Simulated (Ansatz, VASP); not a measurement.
Ta2C: VASP beside Ansatz

INCAR

```
  PREC = Accurate
  ENCUT = 520
  EDIFF = 1E-7
  ISMEAR = 0
  SIGMA = 0.15
  LREAL = False
  LASPH = True
  NELM = 100
  ALGO = Normal
  ISIF = 2
  LWAVE = False
  LCHARG = True
  GGA = PS
  LELF = True
  LVHAR = True
  NBANDS = 20
```

The input KPOINTS:

```
Automatic mesh
0
Gamma
  18 18 12
```

The input POSCAR:

```
Ta2C
1.0
    3.0453677658      0.0000000000      0.0000000000
   -1.5226838829      2.6373658490      0.0000000000
    0.0000000000      0.0000000000      5.0837788454
Ta C
2 1
Direct
    0.3333333333      0.6666666667      0.2528761935
    0.6666666667      0.3333333333      0.7471238065
    0.0000000000      0.0000000000      0.0000000000
```

Input for Ansatz:

```yaml
crystal:
  lattice:
    - [3.0453677658, 0.0, 0.0]
    - [-1.5226838829, 2.637365849, 0.0]
    - [0.0, 0.0, 5.0837788454]
  atoms:
    - { symbol: Ta, position: [0.3333333333, 0.6666666667, 0.2528761935] }
    - { symbol: Ta, position: [0.6666666667, 0.3333333333, 0.7471238065] }
    - { symbol: C, position: [0.0, 0.0, 0.0] }
basis:
  ecutwfc: 420
kpoints:
  mp_grid: { grid: [18, 18, 12] }
hamiltonian:
  xc: pbesol
scf:
  occupations: { method: gaussian, width: 0.15 }
output:
  forces: true
  stress: true
  eigenvalues: true
  write_density: true
  write_potential: true
  elf: true
  volumetric_format: npy
```

Alike in both runs: task single point; functional PBEsol; k mesh 18 × 18 × 12; occupations gaussian, width 0.15 eV; no spin polarisation.

|  | VASP | Ansatz |
| --- | --- | --- |
| version | VASP 6.6.1 | Ansatz 0.2.0 |
| potentials or method | VASP PAW PBE potentials, release 64 (Ta_pv, C), cutoff 520 eV | scalar-relativistic, plane waves, PAW |
| valence electrons in the cell | 26 | 30 |

VASP gave:

```
gap on the k mesh at the Fermi level (eV)                     : none
pressure (GPa)                                                : 0.5
traceless stress, the component that is largest in VASP (GPa) : -12.19
rms of the force components (eV/Å)                            : 0.051
```

Which values does Ansatz return?

gap on the k mesh at the Fermi level (eV): none; pressure (GPa): -0.1; traceless stress, the component that is largest in VASP (GPa): -12.19; rms of the force components (eV/Å): 0.072.

VASP's potentials were made for PBE, not for PBEsol. Atom by atom the forces differ by 0.022 eV/Å (rms over components). A gap of «none» marks a metal or a gap that the smearing closes. The functional is the same, so the differences come from potentials, cutoffs and numerics. VASP's potentials hold 26 valence electrons a cell and Ansatz's 30, so a difference there can come from the potentials and not from the codes.

Spin-orbit coupling is off throughout.
